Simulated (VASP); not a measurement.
A run of VASP 6.6.1:

The input POSCAR:

```
Cu
1.0
   -1.4350000000      1.4350000000      1.4350000000
    1.4350000000     -1.4350000000      1.4350000000
    1.4350000000      1.4350000000     -1.4350000000
Cu
1
Direct
    0.0000000000      0.0000000000      0.0000000000
```

File INCAR.step1:

```
ALGO = Normal
EDIFF = 1E-5
EDIFFG = -0.005
ENCUT = 660
GGA = PE
GGA_COMPAT = False
IBRION = 2
ISIF = 3
ISMEAR = 0
LASPH = True
LCHARG = False
LREAL = False
LWAVE = True
NELM = 120
NELMIN = 4
NSW = 100
PREC = Accurate
SIGMA = 0.05
```

Contents of INCAR.step2:

```
ALGO = Normal
EDIFF = 1E-7
EDIFFG = -0.01
ENCUT = 660
GGA_COMPAT = False
IBRION = 2
ISIF = 3
ISMEAR = 0
ISTART = 1
LASPH = True
LCHARG = False
LMIXTAU = True
LREAL = False
LWAVE = False
METAGGA = R2SCAN
NELM = 120
NELMIN = 4
NSW = 80
PREC = Accurate
SIGMA = 0.05
```

KPOINTS

```
k-points
0
Gamma
  11 11 11
```

Potentials or basis: VASP PAW PBE potentials, release 64 (Cu).

Launch:

```console
$ cat potpaw_PBE.64/Cu/POTCAR > POTCAR
$ cp INCAR.step1 INCAR
$ mpirun -np 1 vasp_std > vasp.out
$ cp INCAR.step2 INCAR
$ mpirun -np 1 vasp_std > vasp.out
```

Hardware: 1 thread of Intel(R) Xeon(R) Platinum 8488C (Sapphire Rapids), with other jobs on the host.

Question: Estimate the wall time of this run.

Answer: It took 54 s on 1 thread of Intel(R) Xeon(R) Platinum 8488C (Sapphire Rapids) (shared host), peak memory 0.16 GiB. Counts: k points 56, ion steps 3.
